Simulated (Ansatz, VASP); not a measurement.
**Hf in VASP and in Ansatz**

```
CELL_PARAMETERS angstrom
1.55993 -5.34629 0.00000
1.55993 5.34629 0.00000
0.00000 0.00000 5.27703
ATOMIC_POSITIONS crystal
Hf 0.13460 0.86540 0.00000
Hf 0.63460 0.36540 0.50000
Hf 0.86540 0.13460 0.00000
Hf 0.36540 0.63460 0.50000
```

Alike in both runs: functional PBEsol; k mesh 6 × 6 × 4; occupations gaussian, width 0.1 eV; no spin polarisation.

Ansatz relaxed the structure, and its values are those at the end. VASP's run is a single point on that final structure, the one shown.

|  | VASP | Ansatz |
| --- | --- | --- |
| version | VASP 6.6.1 | Ansatz 0.2.0 |
| potentials or method | VASP PAW PBE potentials, release 64 (Hf_pv), cutoff 520 eV | scalar-relativistic, plane waves, PAW |
| valence electrons in the cell | 40 | 104 |

Ansatz gave:

- gap on the k mesh at the Fermi level (eV): none
- pressure (GPa): 0.0
- rms of the force components (eV/Å): 0.013

**Question.** Estimate VASP's values.

**Answer.** gap on the k mesh at the Fermi level (eV): none; pressure (GPa): -0.3; rms of the force components (eV/Å): 0.024.

VASP's potentials were made for PBE, not for PBEsol. A gap of «none» marks a metal or a gap that the smearing closes. VASP's potentials hold 40 valence electrons a cell and Ansatz's 104, so a difference there can come from the potentials and not from the codes.

Neither program's run includes spin-orbit coupling.
